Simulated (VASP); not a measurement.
# GaCuSe2 (I-42d) in VASP: further runs

GaCuSe2 is run at these levels: PBE, PBEsol, LDA; tasks: single point.

Everything below comes from runs of VASP 6.6.1. Logs are shortened: lines on timing, memory, paths and dates and some standing lists are left out, and cuts for length are marked.

**Measured values to compare with.**

From “Growth and anisotropy of transport properties of CuGaSe2 single crystals”, 2018, pmc:6251020, for a bulk crystal of GaCuSe2: band gap 1.72 eV; band gap 1.7 eV.

The runs below are set against these values where they give the same quantity.

### 1 The cell of the first run

It takes space group I-42d (No. 122, tetragonal). The conventional cell has a = 5.619 Å, b = 5.619 Å, c = 11.026 Å, α = 90.00°, β = 90.00°, γ = 90.00°. Se (site symmetry 2) has 2 Ga at 2.42 Å and 2 Cu at 2.42 Å within 3.2 Å. Within 3.2 Å of Ga (site symmetry -4) lie 4 Se at 2.42 Å. Cu (site symmetry -4) has 4 Se at 2.42 Å within 3.2 Å.

### 2 Single point, PBE

INCAR

```
GGA = PE ; ISMEAR = 0
SIGMA = 0.03 ; LWAVE = False
LCHARG = False ; ISIF = 2
PREC = Accurate ; LASPH = True
LREAL = False ; ALGO = Normal
EDIFF = 1E-6 ; NELM = 120
GGA_COMPAT = False ; ENCUT = 400
EFERMI = MIDGAP
```

KPOINTS

```
k-points
0
Gamma
  6 6 6
```

POSCAR

```
GaCuSe2
1.0
   -2.8095500000      2.8095500000      5.5130000000
    2.8095500000     -2.8095500000      5.5130000000
    2.8095500000      2.8095500000     -5.5130000000
Se Ga Cu
4 2 2
Direct
    0.1256200000      0.6250000000      0.0006200000
    0.8750000000      0.8743800000      0.4993800000
    0.6243800000      0.1250000000      0.9993800000
    0.3750000000      0.3756200000      0.5006200000
    0.2500000000      0.7500000000      0.5000000000
    0.5000000000      0.5000000000      0.0000000000
    0.7500000000      0.2500000000      0.5000000000
    0.0000000000      0.0000000000      0.0000000000
```

Potentials or basis: VASP PAW PBE potentials, release 64 (Se, Ga_d, Cu).

Command:

```sh
cat potpaw_PBE.64/Se/POTCAR potpaw_PBE.64/Ga_d/POTCAR potpaw_PBE.64/Cu/POTCAR > POTCAR
mpirun -np 1 vasp_std > vasp.out
```

OUTCAR:

```text
GGA = PE
   ISMEAR = 0
   ISIF = 2
   PREC = Accurate
   LASPH = True
   LREAL = False
   EDIFF = 1E-6
   NELM = 120
   ENCUT = 400
   EFERMI = MIDGAP

 Found     30 irreducible k-points:

 Following reciprocal coordinates:
            Coordinates               Weight
  0.000000  0.000000  0.000000      1.000000
  0.166667 -0.000000  0.000000      8.000000
  0.333333 -0.000000  0.000000      8.000000
  0.500000 -0.000000  0.000000      4.000000
  0.166667  0.166667  0.000000      8.000000
  0.333333  0.166667  0.000000     16.000000
   k-points           NKPTS =     30   k-points in BZ     NKDIM =     30   number of bands    NBANDS=     43
   number of dos      NEDOS =    301   number of ions     NIONS =      8
   total plane-waves  NPLWV = 110592
   dimension x,y,z NGX =    48 NGY =   48 NGZ =   48
   dimension x,y,z NGXF=    96 NGYF=   96 NGZF=   96
   ions per type =               4   2   2
   NGX,Y,Z   is equivalent  to a cutoff of  11.74, 11.74, 11.74 a.u.
   NGXF,Y,Z  is equivalent  to a cutoff of  23.49, 23.49, 23.49 a.u.
 SYSTEM =  unknown system
   PREC   = accura    normal or accurate (medium, high low for compatibility)
   ISTART =      0    job   : 0-new  1-cont  2-samecut
   ICHARG =      2    charge: 1-file 2-atom 10-const
   ISPIN  =      1    spin polarized calculation?
   LNONCOLLINEAR =      F non collinear calculations
   LSORBIT =      F    spin-orbit coupling
   LASPH  =      T    aspherical Exc in radial PAW
   ENCUT  =  400.0 eV  29.40 Ry    5.42 a.u.  11.08 11.08 11.08*2*pi/ulx,y,z
   NELM   =    120;   NELMIN=  2; NELMDL= -5     # of ELM steps
   EDIFF  = 0.1E-05   stopping-criterion for ELM
   LREAL  =      F    real-space projection
   EDIFFG = 0.1E-04   stopping-criterion for IOM
   NSW    =      0    number of steps for IOM
   IBRION =     -1    ionic relax: 0-MD 1-quasi-New 2-CG
   NFREE  =      0    steps in history (QN), initial steepest desc. (CG)
   ISIF   =      2    stress and relaxation
   ISYM   =      2    0-nonsym 1-usesym 2-fastsym
   POTIM  = 0.5000    time-step for ionic-motion
   TEBEG  =    0.0;   TEEND  =   0.0 temperature during run

   SCALEE = 1.0000    scale energy and forces
   PSTRESS=    0.0 pullay stress
   NELECT =      72.0000    total number of electrons
   NUPDOWN=      -1.0000    fix difference up-down
   EMIN   =  10.00;   EMAX   =-10.00  energy-range for DOS
   EFERMI =   0.00;   METHOD = MIDGAP
   ISMEAR =     0;   SIGMA  =   0.03  broadening in eV -4-tet -1-fermi 0-gaus
   EFERMI_NEDOS =   21; number of points for ismear=-14 and -15
   IALGO  =     38    algorithm
   IMIX   =      4    mixing-type and parameters
     AMIX     =   0.40;   BMIX     =  1.00
     AMIX_MAG =   1.60;   BMIX_MAG =  1.00
  volume/ion in A,a.u.               =      21.76       146.83
  Fermi-wavevector in a.u.,A,eV,Ry     =   1.219772  2.305034 20.243327  1.487843
  Thomas-Fermi vector in A             =   2.355012
   LORBIT       =      0    0 simple, 1 ext, 2 COOP (PROOUT), +10 PAW based schemes
   GGA     = PE    functional components
   LHFCALC =     F    Hartree Fock is set to
   AEXX    =    0.0000 exact exchange contribution
   IVDW    =     0    specifies the selected vdW correction
   LEPSILON=     F    determine dielectric tensor
   LRPA    =     F    only Hartree local field effects (RPA)

   CSHIFT  =0.1000    complex shift for real part using Kramers Kronig

   OMEGAMAX=  -1.0    maximum frequency
 non-spin polarized calculation
 Gauss-broadening in eV      SIGMA  =   0.03
  energy-cutoff  :      400.00
  volume of cell :      174.07
 maximum number of plane-waves:      3185
 NGX is ok and might be reduce to    48
   NGX = 23   NGY = 23   NGZ = 23

 number of electron      72.0000000 magnetization

 Free energy of the ion-electron system (eV)
  ---------------------------------------------------
  ext. energy  EPLUGINS =         0.00000000
  ---------------------------------------------------
  free energy    TOTEN  =       -31.03045331 eV

  energy without entropy =      -31.03045331  energy(sigma->0) =      -31.03045331

 E-fermi :   4.1610     XC(G=0):  -9.6343

 val. band max:        4.0350482473   @ k =   0.0000   0.0000   0.0000
 cond. band min:       4.2869689900   @ k =   0.0000   0.0000   0.0000
 fundamental gap:      0.2519207427
 Fermi energy:         4.1610086187

 k-point     1 :       0.0000    0.0000    0.0000
  band No.  band energies     occupation
      1     -11.5451      2.00000
      2     -11.5451      2.00000
      3     -11.5448      2.00000
      4     -11.3875      2.00000
      5     -11.3727      2.00000
      6     -11.3727      2.00000
[... 35 lines left out ...]
     42       8.3859      0.00000
     43       8.8600      0.00000

 k-point     2 :       0.1667   -0.0000    0.0000
  band No.  band energies     occupation
      1     -11.5504      2.00000
      2     -11.5457      2.00000
      3     -11.5399      2.00000
      4     -11.3959      2.00000
      5     -11.3804      2.00000
      6     -11.3715      2.00000
[... 35 lines left out ...]
     42       8.3358      0.00000
     43       8.7109      0.00000

 k-point     3 :       0.3333   -0.0000    0.0000
  band No.  band energies     occupation
      1     -11.5580      2.00000
      2     -11.5490      2.00000
      3     -11.5279      2.00000
      4     -11.4213      2.00000
      5     -11.3840      2.00000
      6     -11.3696      2.00000
[... 35 lines left out ...]
     42       8.3832      0.00000
     43       8.9313      0.00000

 k-point     4 :       0.5000   -0.0000    0.0000
  band No.  band energies     occupation
      1     -11.5615      2.00000
      2     -11.5508      2.00000
      3     -11.5201      2.00000
      4     -11.4352      2.00000
      5     -11.3847      2.00000
      6     -11.3688      2.00000
[... 35 lines left out ...]
     42       8.5492      0.00000
     43       8.8297      0.00000

 k-point     5 :       0.1667    0.1667    0.0000
  band No.  band energies     occupation
      1     -11.5529      2.00000
      2     -11.5492      2.00000
      3     -11.5319      2.00000
      4     -11.4144      2.00000
      5     -11.3790      2.00000
      6     -11.3726      2.00000
[... 35 lines left out ...]
     42       8.4026      0.00000
     43       8.8835      0.00000

 k-point     6 :       0.3333    0.1667    0.0000
  band No.  band energies     occupation
      1     -11.5595      2.00000
      2     -11.5523      2.00000
      3     -11.5182      2.00000
      4     -11.4372      2.00000
      5     -11.3817      2.00000
      6     -11.3719      2.00000
[... 35 lines left out ...]
     42       8.6285      0.00000
     43       9.0204      0.00000

 [... further k-points ...]
[... 5 lines left out ...]
  --------------------------------------------------------------------------------------
  -------------------------------------------------------------------------------------
  Total        2.9707028      2.9707028      3.1447167      0.0000000      0.0000000      0.0000000
  in kB       27.3431330     27.3431330     28.9448028      0.0000000      0.0000000      0.0000000
  external PRESSURE =      27.8770230 kB  Pullay stress =       0.0000000 kB

 VOLUME and BASIS-vectors are now :
 -----------------------------------------------------------------------------
  energy-cutoff  :      400.00
  volume of cell :      174.07
      direct lattice vectors                 reciprocal lattice vectors
    -2.809550000  2.809550000  5.513000000     0.000000000  0.177964443  0.090694722
     2.809550000 -2.809550000  5.513000000     0.177964443  0.000000000  0.090694722
     2.809550000  2.809550000 -5.513000000     0.177964443  0.177964443  0.000000000

 POSITION                                       TOTAL-FORCE (eV/Angst)
 -----------------------------------------------------------------------------------
      1.40478     -1.40129      4.13475         0.000000     -0.380228     -0.000000
      1.40129      1.40477      6.89125         0.380228     -0.000000      0.000000
      1.40477      4.21084     -1.37825         0.000000      0.380228      0.000000
      1.40826      1.40478      1.37825        -0.380228     -0.000000     -0.000000
      2.80955     -0.00000      2.75650         0.000000     -0.000000      0.000000
      0.00000      0.00000      5.51300         0.000000     -0.000000     -0.000000
     -0.00000      2.80955      2.75650         0.000000     -0.000000      0.000000
      0.00000      0.00000      0.00000         0.000000     -0.000000     -0.000000
 -----------------------------------------------------------------------------------
    total drift:                               -0.000013     -0.000013     -0.000014

  FREE ENERGIE OF THE ION-ELECTRON SYSTEM (eV)
  ---------------------------------------------------
  free  energy   TOTEN  =       -31.0304533081 eV

  energy  without entropy=      -31.0304533081  energy(sigma->0) =      -31.03045331
```

It took 4.2 min on 1 thread of Intel Xeon Platinum 8488C (Sapphire Rapids), shared host; peak memory 0.39 GiB.

What came out:

```
Free energy            : -31.0305 eV
Pressure               : 2.8 GPa
Largest force          : 0.380 eV/Å
Band gap on the k mesh : 0.25 eV
```

Forces in eV/Å, atoms in the order of the input:
```
Se   0.000 -0.380  0.000
Se   0.380  0.000  0.000
Se   0.000  0.380  0.000
Se  -0.380  0.000  0.000
Ga   0.000  0.000  0.000
Ga   0.000  0.000  0.000
Cu   0.000  0.000  0.000
Cu   0.000  0.000  0.000
```

Stress tensor (GPa, compression positive):
```
2.73 0.00 0.00
0.00 2.73 0.00
0.00 0.00 2.89
```

(Part 1 of 2 ends here.)
